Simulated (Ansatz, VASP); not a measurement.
**Two plane-wave programs on SnMo2**

```
CELL_PARAMETERS angstrom
7.06572 0.00000 0.00000
0.00000 7.06572 0.00000
0.00000 0.00000 2.72999
ATOMIC_POSITIONS crystal
Sn 0.00000 0.00000 0.00000
Sn 0.50000 0.50000 0.50000
Mo 0.26266 0.26266 0.00000
Mo 0.23734 0.76266 0.50000
Mo 0.73734 0.73734 0.00000
Mo 0.76266 0.23734 0.50000
```

Alike in both runs: functional PBE; k mesh 4 × 4 × 6; occupations gaussian, width 0.1 eV; no spin polarisation.

Ansatz relaxed the structure, and its values are those at the end. VASP's run is a single point on that final structure, the one shown.

|  | VASP | Ansatz |
| --- | --- | --- |
| version | VASP 6.6.1 | Ansatz 0.2.0 |
| potentials or method | VASP PAW PBE potentials, release 64 (Sn_d, Mo_sv), cutoff 520 eV | scalar-relativistic, plane waves, PAW |
| valence electrons in the cell | 84 | 84 |

VASP gave:

```
gap on the k mesh at the Fermi level (eV) : none
pressure (GPa)                            : 0.2
```

Q: What did Ansatz give for the same quantities?

A: gap on the k mesh at the Fermi level (eV): none; pressure (GPa): 0.1.

A gap of «none» marks a metal or a gap that the smearing closes. With one functional, cell and mesh, what is left measures potentials, basis and numerics.

The k mesh is coarse, so the values compare programs but aren't converged.
